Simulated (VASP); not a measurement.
Input of a VASP 6.6.1 run:

File INCAR:

```
SYSTEM = Al
ALGO = Normal
EDIFF = 1E-6
ENCUT = 520
GGA = PE
ISIF = 2
ISMEAR = -1
LASPH = .TRUE.
LCHARG = .FALSE.
LREAL = .FALSE.
LWAVE = .FALSE.
NBANDS = 10
NELM = 100
PREC = Accurate
SIGMA = 0.08
```

Contents of KPOINTS:

```
k-points
0
G
  15 15 8
  0 0 0
```

POSCAR

```
Al
1.0
    2.1192694459      0.0000000000      0.0000000000
   -1.0596347230      1.8353411776      0.0000000000
    0.0000000000      0.0000000000      3.4251647940
Al
2
Direct
    0.3333333333      0.6666666667      0.2500000000
    0.6666666667      0.3333333333      0.7500000000
```

Potentials or basis: VASP PAW PBE potentials, release 64 (Al).

The run is started by

```sh
$ cat potpaw_PBE.64/Al/POTCAR > POTCAR
$ mpirun -np 1 vasp_std > vasp.out
```

Problem. What does it give for the band gap on the k mesh?

Solution. Zero (band 3 reaches 27.81 eV, above the bottom of band 4 at 16.97 eV).

Problem. Predict the pressure.

Solution. 448.9 GPa.

Stress tensor (GPa, compression positive):
```
449.10   0.00   0.00
  0.00 449.10   0.00
  0.00   0.00 448.49
```
